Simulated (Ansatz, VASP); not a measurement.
One calculation of SiC, two programs

```
CELL_PARAMETERS angstrom
2.86425 0.00000 0.00000
-1.43212 2.48051 0.00000
0.00000 0.00000 5.10578
ATOMIC_POSITIONS crystal
Si 0.33333 0.66667 0.75000
Si 0.66667 0.33333 0.25000
C 0.00000 0.00000 0.00000
C 0.00000 0.00000 0.50000
```

Alike in both runs: functional PBE; k mesh 9 × 9 × 4; occupations gaussian, width 0.1 eV; no spin polarisation.

Ansatz relaxed the structure, and its values are those at the end. VASP's run is a single point on that final structure, the one shown.

```csv
,VASP,Ansatz
version,VASP 6.6.1,Ansatz 0.2.0
potentials or method,"VASP PAW PBE potentials, release 64 (Si, C), cutoff 520 eV","scalar-relativistic, plane waves, PAW"
valence electrons in the cell,16,16
```

|  | VASP | Ansatz | Ansatz less VASP |
| --- | --- | --- | --- |
| gap on the k mesh at the Fermi level (eV) | none | none | - |
| pressure (GPa) | 0.2 | 0.0 | -0.14 |

A gap of «none» marks a metal or a gap that the smearing closes.
